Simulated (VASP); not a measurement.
Crystal: PrAs3Au2.

```
CELL_PARAMETERS angstrom
4.46916 0.00000 0.00000
-2.23458 3.87041 0.00000
0.00000 0.00000 9.59856
ATOMIC_POSITIONS crystal
Pr 0.00000 0.00000 0.50000
As 0.00000 0.00000 0.00000
As 0.00000 0.00000 0.81850
As 0.00000 0.00000 0.18150
Au 0.33333 0.66667 0.50000
Au 0.66667 0.33333 0.50000
```

The cell was generated, and may not be a known phase.

- Program: VASP 6.6.1
- Task: relaxation of cell and atoms
- Functional: PBE
- Potentials or basis: VASP PAW PBE potentials, release 64 (Pr_3, As, Au), 4f in core
- Cutoff: 500 eV
- k mesh: 6 × 6 × 2
- Occupations: gaussian, width 0.1 eV
- Spin: no spin polarisation

At the start: pressure 51.1 GPa; volume 27.67 Å³/atom.

Where does the relaxation end?

Over 18 steps the energy falls by 2046.6 meV/atom and the volume is 41.12 Å³/atom (+48.6 %); space group P6/mmm (No. 191, to 0.1 Å) before and after.

The path:
| step | energy change (eV) | largest force (eV/Å) | pressure (GPa) | volume (Å³) |
| --- | --- | --- | --- | --- |
| 1 | 0.0000 | 23.2172 | 51.05 | 166.03 |
| 2 | -3.8958 | 0.8472 | -3.45 | 472.86 |
| 3 | -4.5413 | 0.6219 | -3.33 | 437.71 |
| 4 | -5.0826 | 0.3635 | -3.31 | 409.50 |
| 5 | -8.6970 | 1.6101 | -1.36 | 270.56 |
| 6 | -9.8316 | 1.8302 | 6.02 | 214.29 |
| 7 | -11.7826 | 1.6048 | -1.16 | 259.04 |
| 8 | -11.7823 | 1.6131 | -1.13 | 258.48 |
| 9 | -11.9913 | 1.3332 | -0.18 | 250.02 |
| 10 | -12.1368 | 0.4335 | 1.37 | 239.07 |
| 11 | -12.1273 | 1.3118 | 0.36 | 242.92 |
| 12 | -12.1452 | 0.8932 | 0.84 | 240.75 |
| 13 | -12.2395 | 0.7357 | 1.10 | 242.61 |
| 14 | -12.2434 | 0.4593 | 1.01 | 242.30 |
| 15 | -12.2330 | 0.5617 | -0.86 | 251.31 |
| 16 | -12.2789 | 0.0991 | 0.03 | 246.32 |
| 17 | -12.2789 | 0.0890 | 0.04 | 246.24 |
| 18 | -12.2794 | 0.0361 | 0.01 | 246.72 |

Final structure:
```yaml
crystal:
  lattice:
    - [5.26945, 0.00000, 0.00000]
    - [-2.63473, 4.56348, 0.00000]
    - [0.00000, 0.00000, 10.25989]
  atoms:
    - { symbol: Pr, position: [0.00000, 0.00000, 0.50000] }
    - { symbol: As, position: [0.00000, 0.00000, 0.00000] }
    - { symbol: As, position: [0.00000, 0.00000, 0.78921] }
    - { symbol: As, position: [0.00000, 0.00000, 0.21079] }
    - { symbol: Au, position: [0.33333, 0.66667, 0.50000] }
    - { symbol: Au, position: [0.66667, 0.33333, 0.50000] }
```

Caveat: the volume moved by over 15 % at a fixed basis, so the end points are rough.
